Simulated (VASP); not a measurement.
# K2S (fluorite type) (Fm-3m) in VASP: notebook, part 2 of 2

VASP 6.6.1.

## (3) Electric field gradients, PBE

This run uses another cell than the first one, of 34.63 Å³/atom.

INCAR

```
PREC = Accurate ; ENCUT = 400
EDIFF = 1E-8 ; ISMEAR = -1
SIGMA = 0.03 ; LREAL = F
LASPH = T ; NELM = 120
ALGO = Normal ; ISIF = 2
LWAVE = F ; LCHARG = F
GGA = PE ; LEFG = T
NBANDS = 19 ; GGA_COMPAT = F
```

KPOINTS

```
regular mesh
0
Gamma
  10 10 10
```

POSCAR

```
K2S
1.0
    0.0000000000      3.7313253813      3.7313253813
    3.7313253813      0.0000000000      3.7313253813
    3.7313253813      3.7313253813      0.0000000000
S K
1 2
Direct
    0.0000000000      0.0000000000      0.0000000000
    0.2500000000      0.2500000000      0.2500000000
    0.7500000000      0.7500000000      0.7500000000
```

Potentials or basis: VASP PAW PBE potentials, release 64 (S, K_sv).

Launch:

```console
> cat potpaw_PBE.64/S/POTCAR potpaw_PBE.64/K_sv/POTCAR > POTCAR
> mpirun -np 1 vasp_std > vasp.out
```

OUTCAR:

```text
PREC = Accurate
   ENCUT = 400
   EDIFF = 1E-8
   ISMEAR = -1
   LREAL = F
   LASPH = T
   NELM = 120
   ISIF = 2
   GGA = PE

 ion  position               nearest neighbor table
   1  0.000  0.000  0.000-   2 3.23   3 3.23   3 3.23   3 3.23   3 3.23   2 3.23   2 3.23   2 3.23

   2  0.250  0.250  0.250-   1 3.23   1 3.23   1 3.23   1 3.23   3 3.73   3 3.73   3 3.73   3 3.73
                             3 3.73   3 3.73
   3  0.750  0.750  0.750-   1 3.23   1 3.23   1 3.23   1 3.23   2 3.73   2 3.73   2 3.73   2 3.73
                             2 3.73   2 3.73

  LATTYP: Found a face centered cubic cell.
 ALAT       =     7.4626507626

  Lattice vectors:

 A1 = (   0.0000000000,   3.7313253813,   3.7313253813)
 A2 = (   3.7313253813,   0.0000000000,   3.7313253813)
 A3 = (   3.7313253813,   3.7313253813,   0.0000000000)

Analysis of symmetry for initial positions (statically):
=====================================================================
 Subroutine PRICEL returns:
 Original cell was already a primitive cell.

[... 725 lines left out ...]

 POSITION                                       TOTAL-FORCE (eV/Angst)
 -----------------------------------------------------------------------------------
      0.00000      0.00000      0.00000         0.000000      0.000000     -0.000000
      1.86566      1.86566      1.86566        -0.000000     -0.000000     -0.000000
      5.59699      5.59699      5.59699         0.000000      0.000000      0.000000
 -----------------------------------------------------------------------------------
    total drift:                                0.000000      0.000000      0.000000

  FREE ENERGIE OF THE ION-ELECTRON SYSTEM (eV)
  ---------------------------------------------------
  free  energy   TOTEN  =        -9.4208419516 eV

  energy  without entropy=       -9.4208419516  energy(sigma->0) =       -9.42084195

 Electric field gradients (V/A^2)
---------------------------------------------------------------------
 ion       V_xx      V_yy      V_zz      V_xy      V_xz      V_yz
---------------------------------------------------------------------
   1       0.000    -0.000    -0.000     0.000     0.000     0.000
   2      -0.000    -0.000    -0.000     0.000     0.000     0.000
   3      -0.000    -0.000    -0.000     0.000     0.000     0.000
---------------------------------------------------------------------

 Electric field gradients after diagonalization (V/A^2)
 (convention: |V_zz| > |V_xx| > |V_yy|)
----------------------------------------------------------------------
 ion       V_xx      V_yy      V_zz     asymmetry (V_yy - V_xx)/ V_zz
----------------------------------------------------------------------
   1      -0.000    -0.000     0.001       0.000
   2      -0.000    -0.000     0.000       0.000
   3      -0.000    -0.000     0.000       0.000
----------------------------------------------------------------------

           NMR quadrupolar parameters

 Cq : quadrupolar parameter    Cq=e*Q*V_zz/h
 eta: asymmetry parameters     (V_yy - V_xx)/ V_zz
 Q  : nuclear electric quadrupole moment in mb (millibarn)
----------------------------------------------------------------------
 ion       Cq(MHz)       eta       Q (mb)
----------------------------------------------------------------------
   1       0.000       0.000       1.000
   2       0.000       0.000       1.000
   3       0.000       0.000       1.000
----------------------------------------------------------------------
```

OSZICAR:

```text
N       E                     dE             d eps       ncg     rms          rms(c)
DAV:   1     0.132879820755E+03    0.13288E+03   -0.96508E+03  1794   0.888E+02
DAV:   2    -0.570329231898E+00   -0.13345E+03   -0.13015E+03  2097   0.272E+02
[... 12 lines left out ...]
DAV:  15    -0.942084170167E+01   -0.39426E-06   -0.42094E-06  2352   0.658E-03    0.403E-03
DAV:  16    -0.942084192790E+01   -0.22623E-06   -0.31049E-07  2298   0.212E-03    0.146E-03
DAV:  17    -0.942084198293E+01   -0.55028E-07   -0.35769E-07  1755   0.189E-03    0.216E-04
DAV:  18    -0.942084196145E+01    0.21483E-07   -0.11689E-08  1941   0.566E-04    0.468E-04
DAV:  19    -0.942084194502E+01    0.16426E-07   -0.11149E-09  1535   0.202E-04    0.771E-05
DAV:  20    -0.942084195156E+01   -0.65438E-08   -0.50188E-10  1289   0.115E-04
   1 F= -.94208420E+01 E0= -.94208420E+01  d E =-.113683E-11
```

stdout:

```text
POSCAR found type information on POSCAR S K
 POSCAR found :  2 types and       3 ions
 scaLAPACK will be used
 LDA part: xc-table for (Slater+PW92), standard interpolation
 POSCAR, INCAR and KPOINTS ok, starting setup
 FFT: planning ... GRIDC
 FFT: planning ... GRID_SOFT
 FFT: planning ... GRID
 WAVECAR not read
 entering main loop
ion   1

ion   2

ion   3
```

Wall time 2.7 min (1 thread of Intel Xeon 8259CL, shared host); peak memory 0.23 GiB.

Results:

```yaml
Free_energy: -9.4208 eV
Pressure: 0.0 GPa
Band_gap_on_the_k_mesh: 2.32 eV (least direct gap 2.50 eV)
Largest_electric_field_gradient_by_atom: zero within the noise of the run
```

Levels at points of the mesh, in eV from the valence-band top:
| k point | band 8 | band 9 | band 10 | band 11 | band 12 | band 13 | band 14 | band 15 | band 16 | band 17 |
| --- | --- | --- | --- | --- | --- | --- | --- | --- | --- | --- |
| (0.00, 0.00, 0.00) | -12.63 | -9.60 | -0.17 | -0.17 | -0.17 | 2.32 | 5.46 | 5.46 | 7.39 | 7.39 |
| (0.50, 0.00, 0.00) | -12.74 | -9.42 | -0.60 | -0.06 | -0.06 | 4.67 | 4.91 | 5.78 | 5.78 | 7.56 |
| (0.50, 0.50, 0.00) | -12.57 | -9.37 | -0.72 | 0.00 | 0.00 | 3.50 | 5.25 | 6.47 | 6.59 | 7.52 |

## (4) Electric field gradients, PBE

This run uses another cell than the first one, of 34.63 Å³/atom.

INCAR

```
SYSTEM = K2S
  ALGO = Normal
  EDIFF = 1E-8
  ENCUT = 400
  GGA = PE
  GGA_COMPAT = .FALSE.
  ISIF = 2
  ISMEAR = -1
  LASPH = .TRUE.
  LCHARG = .FALSE.
  LEFG = .TRUE.
  LREAL = .FALSE.
  LWAVE = .FALSE.
  NBANDS = 19
  NELM = 120
  PREC = Accurate
  SIGMA = 0.03
```

KPOINTS

```
k-points
0
G
  10 10 10
  0 0 0
```

POSCAR is that of step 3.

Potentials or basis: VASP PAW PBE potentials, release 64 (S, K_sv).

Launch:

```console
> cat potpaw_PBE.64/S/POTCAR potpaw_PBE.64/K_sv/POTCAR > POTCAR
> mpirun -np 1 vasp_std > vasp.out
```

OUTCAR:

```text
SYSTEM = K2S
   EDIFF = 1E-8
   ENCUT = 400
   GGA = PE
   ISIF = 2
   ISMEAR = -1
   LASPH = .TRUE.
   LREAL = .FALSE.
   NELM = 120
   PREC = Accurate

 ion  position               nearest neighbor table
   1  0.000  0.000  0.000-   2 3.23   3 3.23   3 3.23   3 3.23   3 3.23   2 3.23   2 3.23   2 3.23

   2  0.250  0.250  0.250-   1 3.23   1 3.23   1 3.23   1 3.23   3 3.73   3 3.73   3 3.73   3 3.73
                             3 3.73   3 3.73
   3  0.750  0.750  0.750-   1 3.23   1 3.23   1 3.23   1 3.23   2 3.73   2 3.73   2 3.73   2 3.73
[... 755 lines left out ...]

 Electric field gradients (V/A^2)
---------------------------------------------------------------------
 ion       V_xx      V_yy      V_zz      V_xy      V_xz      V_yz
---------------------------------------------------------------------
   1       0.000    -0.000    -0.000     0.000     0.000     0.000
   2      -0.000    -0.000    -0.000     0.000     0.000     0.000
   3      -0.000    -0.000    -0.000     0.000     0.000     0.000
---------------------------------------------------------------------

 Electric field gradients after diagonalization (V/A^2)
 (convention: |V_zz| > |V_xx| > |V_yy|)
----------------------------------------------------------------------
 ion       V_xx      V_yy      V_zz     asymmetry (V_yy - V_xx)/ V_zz
----------------------------------------------------------------------
   1      -0.000    -0.000     0.001       0.000
   2      -0.000    -0.000     0.000       0.000
   3      -0.000    -0.000     0.000       0.000
----------------------------------------------------------------------

           NMR quadrupolar parameters

 Cq : quadrupolar parameter    Cq=e*Q*V_zz/h
 eta: asymmetry parameters     (V_yy - V_xx)/ V_zz
 Q  : nuclear electric quadrupole moment in mb (millibarn)
----------------------------------------------------------------------
 ion       Cq(MHz)       eta       Q (mb)
----------------------------------------------------------------------
   1       0.000       0.000       1.000
   2       0.000       0.000       1.000
   3       0.000       0.000       1.000
----------------------------------------------------------------------
```

OSZICAR:

```text
N       E                     dE             d eps       ncg     rms          rms(c)
DAV:   1     0.132879820755E+03    0.13288E+03   -0.96508E+03  1794   0.888E+02
DAV:   2    -0.570329231898E+00   -0.13345E+03   -0.13015E+03  2097   0.272E+02
[... 12 lines left out ...]
DAV:  15    -0.942084170167E+01   -0.39426E-06   -0.42094E-06  2352   0.658E-03    0.403E-03
DAV:  16    -0.942084192790E+01   -0.22623E-06   -0.31049E-07  2298   0.212E-03    0.146E-03
DAV:  17    -0.942084198293E+01   -0.55028E-07   -0.35769E-07  1755   0.189E-03    0.216E-04
DAV:  18    -0.942084196145E+01    0.21483E-07   -0.11689E-08  1941   0.566E-04    0.468E-04
DAV:  19    -0.942084194502E+01    0.16426E-07   -0.11149E-09  1535   0.202E-04    0.771E-05
DAV:  20    -0.942084195156E+01   -0.65438E-08   -0.50188E-10  1289   0.115E-04
   1 F= -.94208420E+01 E0= -.94208420E+01  d E =-.113683E-11
```

Wall time 2.3 min (1 thread of Intel Xeon 8259CL, shared host); peak memory 0.23 GiB.

What came out:

| Item | Value |
| --- | --- |
| Free energy | -9.4208 eV |
| Pressure | 0.0 GPa |
| Band gap on the k mesh | 2.32 eV (least direct gap 2.50 eV) |
| Largest electric field gradient by atom | zero within the noise of the run |

A k mesh can miss the band edges.
